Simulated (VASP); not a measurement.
# MoS2 (R3m) in VASP: a series of runs

The runs below take MoS2 through single point, with PBE+D3(BJ).

All numbers are computed with VASP 6.6.1; they aren't measurements. Logs are shortened: lines on timing, memory, paths and dates and some standing lists are left out, and cuts for length are marked.

## 1. The cell of the first run

It takes space group R3m (No. 160, trigonal). The conventional cell has a = 3.153 Å, b = 3.153 Å, c = 17.990 Å, α = 90.00°, β = 90.00°, γ = 120.00°. Within 3.2 Å of Mo (site symmetry 3m) lie 6 S at 2.40 Å and 6 Mo at 3.15 Å. Within 3.2 Å of S (site symmetry 3m) lie 3 Mo at 2.40 Å and 7 S at 3.13 to 3.15 Å. S (site symmetry 3m) has 3 Mo at 2.40 Å and 7 S at 3.13 to 3.15 Å within 3.2 Å.

## 2. Single point, PBE+D3(BJ)

Contents of INCAR:

```
  PREC = Accurate
  ENCUT = 520
  EDIFF = 1E-7
  ISMEAR = 0
  SIGMA = 0.05
  LREAL = False
  LASPH = True
  NELM = 60
  ALGO = Normal
  ISIF = 2
  LWAVE = False
  LCHARG = False
  GGA = PE
  IVDW = 12
  NBANDS = 64
```

Contents of KPOINTS:

```
regular mesh
0
Gamma
  6 6 6
```

Contents of POSCAR:

```
MoS2
1.0
    3.1529487578     -5.4610674422      0.0000000000
    6.3058975156      0.0000000000      0.0000000000
    3.1529487578     -1.8203558141      5.9965349857
Mo S
4 8
Direct
    0.4999827285      0.9999827285      0.0000518144
    0.9999827285      0.9999827285      0.0000518144
    0.4999827285      0.4999827285      0.0000518144
    0.9999827285      0.4999827285      0.0000518144
    0.7464408739      0.2464408739      0.2606773784
    0.2464408739      0.2464408739      0.2606773784
    0.7464408739      0.7464408739      0.2606773784
    0.2464408739      0.7464408739      0.2606773784
    0.9202763976      0.4202763976      0.7391708072
    0.4202763976      0.4202763976      0.7391708072
    0.9202763976      0.9202763976      0.7391708072
    0.4202763976      0.9202763976      0.7391708072
```

Potentials or basis: VASP PAW PBE potentials, release 64 (Mo_sv, S).

Started as:

```
$ cat potpaw_PBE.64/Mo_sv/POTCAR potpaw_PBE.64/S/POTCAR > POTCAR
$ mpirun -np 1 vasp_std > vasp.out
```

OUTCAR:

```text
PREC = Accurate
   ENCUT = 520
   EDIFF = 1E-7
   ISMEAR = 0
   LREAL = False
   LASPH = True
   NELM = 60
   ISIF = 2
   GGA = PE
   IVDW = 12
 IVDW          = 12

 ion  position               nearest neighbor table
   1  0.500  1.000  0.000-   8 2.40   6 2.40   7 2.40  12 2.40  11 2.40  10 2.40   3 3.15   3 3.15
                             2 3.15   4 3.15   2 3.15   4 3.15
   2  1.000  1.000  0.000-   7 2.40   5 2.40   8 2.40  11 2.40  12 2.40   9 2.40   4 3.15   4 3.15
                             3 3.15   1 3.15   1 3.15   3 3.15
   3  0.500  0.500  0.000-   6 2.40   8 2.40   5 2.40  10 2.40   9 2.40  12 2.40   1 3.15   1 3.15
                             4 3.15   2 3.15   2 3.15   4 3.15
   4  1.000  0.500  0.000-   5 2.40   7 2.40   6 2.40   9 2.40  10 2.40  11 2.40   2 3.15   2 3.15
                             1 3.15   3 3.15   1 3.15   3 3.15
   5  0.746  0.246  0.261-   4 2.40   2 2.40   3 2.40
   6  0.246  0.246  0.261-   3 2.40   1 2.40   4 2.40
   7  0.746  0.746  0.261-   2 2.40   4 2.40   1 2.40
   8  0.246  0.746  0.261-   1 2.40   3 2.40   2 2.40
   9  0.920  0.420  0.739-   4 2.40   3 2.40   2 2.40
  10  0.420  0.420  0.739-   3 2.40   4 2.40   1 2.40
  11  0.920  0.920  0.739-   2 2.40   1 2.40   4 2.40
  12  0.420  0.920  0.739-   1 2.40   2 2.40   3 2.40

  LATTYP: Found a trigonal (rhomboedric) cell.
 ALAT       =     7.0152129685
 COS(alpha) =     0.5959993154

  Lattice vectors:

 A1 = (   0.0000000000,   3.6407116281,   5.9965349857)
 A2 = (  -3.1529487578,  -1.8203558141,   5.9965349857)
 A3 = (   3.1529487578,  -1.8203558141,   5.9965349857)

Analysis of symmetry for initial positions (statically):
=====================================================================
 Subroutine PRICEL returns following result:

  LATTYP: Found a trigonal (rhomboedric) cell.
 ALAT       =     6.2667477310
 COS(alpha) =     0.8734333152

  Lattice vectors:

 A1 = (   1.5764743789,   0.9101779070,   5.9965349857)
 A2 = (  -1.5764743789,   0.9101779070,   5.9965349857)
 A3 = (  -0.0000000000,  -1.8203558141,   5.9965349857)

   4 primitive cells build up your supercell.

 Routine SETGRP: Setting up the symmetry group for a
 trigonal (rhombohedral) supercell.

 Subroutine GETGRP returns: Found  6 space group operations
 (whereof  6 operations were pure point group operations)
 out of a pool of 12 trial point group operations.

The static configuration has the point symmetry C_3v.

Analysis of symmetry for dynamics (positions and initial velocities):
=====================================================================
 Subroutine PRICEL returns following result:

  LATTYP: Found a trigonal (rhomboedric) cell.
 ALAT       =     6.2667477310
 COS(alpha) =     0.8734333152

  Lattice vectors:

 A1 = (   1.5764743789,   0.9101779070,   5.9965349857)
 A2 = (  -1.5764743789,   0.9101779070,   5.9965349857)
 A3 = (  -0.0000000000,  -1.8203558141,   5.9965349857)

   4 primitive cells build up your supercell.

 Routine SETGRP: Setting up the symmetry group for a
 trigonal (rhombohedral) supercell.

 Subroutine GETGRP returns: Found  6 space group operations
 (whereof  6 operations were pure point group operations)
 out of a pool of 12 trial point group operations.

The dynamic configuration has the point symmetry C_3v.

 Subroutine INISYM returns: Found  6 space group operations
 (whereof  6 operations are pure point group operations),
 and found     4 'primitive' translations

----------------------------------------------------------------------------------------

                                     Primitive cell

  volume of cell :      51.6256

  direct lattice vectors                    reciprocal lattice vectors
     1.576474379  0.910177907  5.996534986     0.317163416  0.183114384  0.055587658
    -1.576474379  0.910177907  5.996534986    -0.317163416  0.183114384  0.055587658
    -0.000000000 -1.820355814  5.996534986     0.000000000 -0.366228768  0.055587658

  length of vectors
     6.266747731  6.266747731  6.266747731     0.370423404  0.370423404  0.370423404

  position of ions in fractional coordinates (direct lattice)
     0.000017271  0.000017272  0.000017271
     0.753559126  0.753559126  0.753559126
     0.579723602  0.579723602  0.579723602

  ion indices of the primitive-cell ions
   primitive index   ion index
                 1           1
                 2           5
                 3          12

----------------------------------------------------------------------------------------

 KPOINTS: regular mesh

Automatic generation of k-mesh.
 Grid dimensions read from file:
 generate k-points for:    6    6    6

 Generating k-lattice:

  Cartesian coordinates                     Fractional coordinates (reciprocal lattice)
     0.000000000 -0.030519064 -0.009264610     0.166666667  0.000000000  0.000000000
     0.026430285  0.015259532 -0.009264610     0.000000000  0.166666667  0.000000000
     0.000000000  0.000000000  0.027793829     0.000000000  0.000000000  0.166666667

  Length of vectors
     0.031894298  0.031894298  0.027793829

  Shift w.r.t. Gamma in fractional coordinates (k-lattice)
     0.000000000  0.000000000  0.000000000

 Subroutine IBZKPT returns following result:
 ===========================================

 Found     32 irreducible k-points:

 Following reciprocal coordinates:
            Coordinates               Weight
  0.000000  0.000000  0.000000      1.000000
  0.166667  0.000000  0.000000      6.000000
  0.333333  0.000000  0.000000      6.000000
  0.500000  0.000000 -0.000000      3.000000
  0.166667  0.166667  0.000000      6.000000
  0.333333  0.166667  0.000000     12.000000
[... 16 lines left out ...]
 -0.166667  0.500000  0.166667     12.000000
 -0.333333 -0.333333  0.166667      6.000000
 [... further k-points ...]
   k-points           NKPTS =     32   k-points in BZ     NKDIM =     32   number of bands    NBANDS=     64
   number of dos      NEDOS =    301   number of ions     NIONS =     12
   total plane-waves  NPLWV = 124416
   dimension x,y,z NGX =    48 NGY =   48 NGZ =   54
   dimension x,y,z NGXF=    96 NGYF=   96 NGZF=  108
   ions per type =               4   8
   NGX,Y,Z   is equivalent  to a cutoff of  12.65, 12.65, 12.80 a.u.
   NGXF,Y,Z  is equivalent  to a cutoff of  25.31, 25.31, 25.59 a.u.
 SYSTEM =  unknown system
   PREC   = accura    normal or accurate (medium, high low for compatibility)
   ISTART =      0    job   : 0-new  1-cont  2-samecut
   ICHARG =      2    charge: 1-file 2-atom 10-const
   ISPIN  =      1    spin polarized calculation?
   LNONCOLLINEAR =      F non collinear calculations
   LSORBIT =      F    spin-orbit coupling
   LASPH  =      T    aspherical Exc in radial PAW
   ENCUT  =  520.0 eV  38.22 Ry    6.18 a.u.  11.72 11.72 13.04*2*pi/ulx,y,z
   NELM   =     60;   NELMIN=  2; NELMDL= -5     # of ELM steps
   EDIFF  = 0.1E-06   stopping-criterion for ELM
   LREAL  =      F    real-space projection
   EDIFFG = 0.1E-05   stopping-criterion for IOM
   NSW    =      0    number of steps for IOM
   IBRION =     -1    ionic relax: 0-MD 1-quasi-New 2-CG
   NFREE  =      0    steps in history (QN), initial steepest desc. (CG)
   ISIF   =      2    stress and relaxation
   ISYM   =      2    0-nonsym 1-usesym 2-fastsym
   POTIM  = 0.5000    time-step for ionic-motion
   TEBEG  =    0.0;   TEEND  =   0.0 temperature during run
   PSTRESS=    0.0 pullay stress
   NELECT =     104.0000    total number of electrons
   NUPDOWN=      -1.0000    fix difference up-down
   EMIN   =  10.00;   EMAX   =-10.00  energy-range for DOS
   EFERMI =   0.00;   METHOD = LEGACY
   ISMEAR =     0;   SIGMA  =   0.05  broadening in eV -4-tet -1-fermi 0-gaus
   EFERMI_NEDOS =   21; number of points for ismear=-14 and -15
   IALGO  =     38    algorithm
   IMIX   =      4    mixing-type and parameters
     AMIX     =   0.40;   BMIX     =  1.00
     AMIX_MAG =   1.60;   BMIX_MAG =  1.00
  volume/ion in A,a.u.               =      17.21       116.13
  Fermi-wavevector in a.u.,A,eV,Ry     =   1.302500  2.461368 23.082362  1.696506
  Thomas-Fermi vector in A             =   2.433564
   LORBIT       =      0    0 simple, 1 ext, 2 COOP (PROOUT), +10 PAW based schemes
   GGA     = PE    functional components
   LHFCALC =     F    Hartree Fock is set to
   AEXX    =    0.0000 exact exchange contribution
   IVDW    =    12    specifies the selected vdW correction
   LEPSILON=     F    determine dielectric tensor
   LRPA    =     F    only Hartree local field effects (RPA)
 non-spin polarized calculation
 Gauss-broadening in eV      SIGMA  =   0.05
  energy-cutoff  :      520.00
  volume of cell :      206.50
 maximum number of plane-waves:      5592
   NGX = 23   NGY = 23   NGZ = 27

 number of electron     103.9999995 magnetization

 Free energy of the ion-electron system (eV)
  ---------------------------------------------------
  ext. energy  EPLUGINS =         0.00000000
  ---------------------------------------------------
  free energy    TOTEN  =       -87.06355732 eV

  energy without entropy =      -87.06355732  energy(sigma->0) =      -87.06355732

 E-fermi :   8.4929     XC(G=0): -11.0561

 val. band max:        8.0927148206   @ k =   0.0000   0.0000   0.5000
 cond. band min:       8.8988266224   @ k =  -0.3333   0.3333   0.0000
 fundamental gap:      0.8061118018
 Fermi energy:         8.4928556053

 k-point     1 :       0.0000    0.0000    0.0000
  band No.  band energies     occupation
      1     -53.5132      2.00000
      2     -53.4707      2.00000
      3     -53.4707      2.00000
      4     -53.4707      2.00000
      5     -27.8456      2.00000
      6     -27.8456      2.00000
[... 56 lines left out ...]
     63      11.0241      0.00000
     64      11.0241      0.00000

 k-point     2 :       0.1667    0.0000    0.0000
  band No.  band energies     occupation
      1     -53.5104      2.00000
      2     -53.4735      2.00000
      3     -53.4707      2.00000
      4     -53.4707      2.00000
      5     -27.8308      2.00000
      6     -27.8308      2.00000
[... 56 lines left out ...]
     63      11.0530      0.00000
     64      11.1073      0.00000

 k-point     3 :       0.3333    0.0000    0.0000
  band No.  band energies     occupation
      1     -53.5026      2.00000
      2     -53.4813      2.00000
      3     -53.4707      2.00000
      4     -53.4707      2.00000
      5     -27.7947      2.00000
      6     -27.7947      2.00000
[... 1396 lines left out ...]
     63      10.6330      0.00000
     64      10.7847      0.00000

 k-point    24 :      -0.3333   -0.3333    0.1667
  band No.  band energies     occupation
      1     -53.5026      2.00000
      2     -53.4813      2.00000
      3     -53.4707      2.00000
      4     -53.4707      2.00000
      5     -27.7947      2.00000
      6     -27.7947      2.00000
[... 56 lines left out ...]
     63      10.6560      0.00000
     64      10.7665      0.00000

 [... further k-points ...]

------------------------ aborting loop because EDIFF is reached ----------------------------------------

 Edisp (eV)   -5.28326

 E8    (eV) :    -2.1306

  FORCE on cell =-STRESS in cart. coord.  units (eV):
  Direction    XX          YY          ZZ          XY          YZ          ZX
  --------------------------------------------------------------------------------------
  -------------------------------------------------------------------------------------
  Total      -0.13109    -0.13109    -0.21823     0.00000     0.00000     0.00000
  in kB      -1.01708    -1.01708    -1.69320     0.00000     0.00000     0.00000
  external pressure =       -1.24 kB  Pullay stress =        0.00 kB

 VOLUME and BASIS-vectors are now :
 -----------------------------------------------------------------------------
  energy-cutoff  :      520.00
  volume of cell :      206.50
      direct lattice vectors                 reciprocal lattice vectors
     3.152948758 -5.461067442  0.000000000     0.000000000 -0.183114384 -0.055587658
     6.305897516  0.000000000  0.000000000     0.158581708  0.091557192 -0.055587658
     3.152948758 -1.820355814  5.996534986     0.000000000  0.000000000  0.166762973

 POSITION                                       TOTAL-FORCE (eV/Angst)
 -----------------------------------------------------------------------------------
      7.88237     -2.73053      0.00031        -0.000000      0.000000     -0.000245
      9.45885     -5.46107      0.00031        -0.000000      0.000000     -0.000245
      4.72942     -2.73053      0.00031        -0.000000      0.000000     -0.000245
      6.30590     -5.46107      0.00031        -0.000000      0.000000     -0.000245
      4.72942     -4.55089      1.56316         0.000000      0.000000     -0.014417
      3.15295     -1.82036      1.56316         0.000000      0.000000     -0.014417
      7.88237     -4.55089      1.56316         0.000000      0.000000     -0.014417
      6.30590     -1.82036      1.56316         0.000000      0.000000     -0.014417
      7.88237     -6.37125      4.43246        -0.000000     -0.000000      0.014662
      6.30590     -3.64071      4.43246        -0.000000     -0.000000      0.014662
     11.03532     -6.37125      4.43246         0.000000     -0.000000      0.014662
      9.45885     -3.64071      4.43246        -0.000000     -0.000000      0.014662
 -----------------------------------------------------------------------------------
    total drift:                                0.000003     -0.000002      0.000053

  FREE ENERGIE OF THE ION-ELECTRON SYSTEM (eV)
  ---------------------------------------------------
  free  energy   TOTEN  =       -92.3468211711 eV

  energy  without entropy=      -92.3468211711  energy(sigma->0) =      -92.34682117
```

Wall time 11 min (1 thread of Intel Xeon Platinum 8375C at 2.90GHz (Ice Lake), shared host); peak memory 0.53 GiB.

Results:

| Item | Value |
| --- | --- |
| Free energy | -92.3468 eV |
| Pressure | -0.1 GPa |
| Largest force | 0.015 eV/Å |
| Band gap on the k mesh | 0.81 eV |
| Dispersion energy per atom | -0.440 eV |

Forces in eV/Å, atoms in the order of the input:
```
Mo   0.000  0.000  0.000
Mo   0.000  0.000  0.000
Mo   0.000  0.000  0.000
Mo   0.000  0.000  0.000
S    0.000  0.000 -0.014
S    0.000  0.000 -0.014
S    0.000  0.000 -0.014
S    0.000  0.000 -0.014
S    0.000  0.000  0.015
S    0.000  0.000  0.015
S    0.000  0.000  0.015
S    0.000  0.000  0.015
```

A k mesh can miss the band edges.

## 3. Single point, PBE+D3(BJ)

This run uses another cell than the first one: it holds 3 atoms, not 12.

Contents of INCAR:

```
SYSTEM = MoS2
ALGO = Normal
EDIFF = 1E-7
ENCUT = 520
GGA = PE
ISIF = 2
ISMEAR = 0
IVDW = 12
LASPH = .True.
LCHARG = .False.
LREAL = .False.
LWAVE = .False.
NBANDS = 20
NELM = 60
PREC = Accurate
SIGMA = 0.05
```

Contents of KPOINTS:

```
k-points
0
Gamma
  12 12 12
  0 0 0
```

Contents of POSCAR:

```
MoS2
1.0
    1.5764743774      0.9101779062      5.9965349831
   -1.5764743774      0.9101779062      5.9965349831
    0.0000000000     -1.8203558124      5.9965349831
Mo S
1 2
Direct
    0.0000172715      0.0000172715      0.0000172715
    0.7535591264      0.7535591264      0.7535591264
    0.5797236021      0.5797236021      0.5797236021
```

Potentials or basis: VASP PAW PBE potentials, release 64 (Mo_sv, S).

Started as:

```
$ cat potpaw_PBE.64/Mo_sv/POTCAR potpaw_PBE.64/S/POTCAR > POTCAR
$ mpirun -np 1 vasp_std > vasp.out
```

It took 14 min on 1 thread of Intel Xeon 8259CL, shared host; peak memory 0.44 GiB.

It converged, with:

* Free energy: -23.0866 eV
* Pressure: -0.1 GPa
* Largest force: 0.015 eV/Å
* Band gap on the k mesh: 0.81 eV (least direct gap 1.77 eV)
* Dispersion energy per atom: -0.440 eV

Forces on the atoms (eV/Å):
```
Mo   0.000  0.000  0.000
S    0.000  0.000 -0.014
S    0.000  0.000  0.015
```

Levels at points of the mesh, in eV from the valence-band top:
| k point | band 11 | band 12 | band 13 | band 14 | band 15 | band 16 |
| --- | --- | --- | --- | --- | --- | --- |
| (0.00, 0.00, 0.00) | -2.28 | -1.34 | -1.09 | 1.96 | 1.96 | 2.37 |
| (0.50, 0.00, 0.00) | -2.42 | -1.60 | -1.56 | 1.60 | 1.96 | 3.28 |
| (0.50, 0.50, 0.00) | -3.11 | -1.88 | -1.37 | 1.54 | 2.12 | 2.93 |
| (0.50, 0.50, 0.50) | -2.24 | -2.24 | 0.00 | 2.09 | 2.09 | 2.18 |

A k mesh can miss the band edges. As with any semilocal functional, this PBE gap is likely too small.

(Part 1 of 2 ends here.)
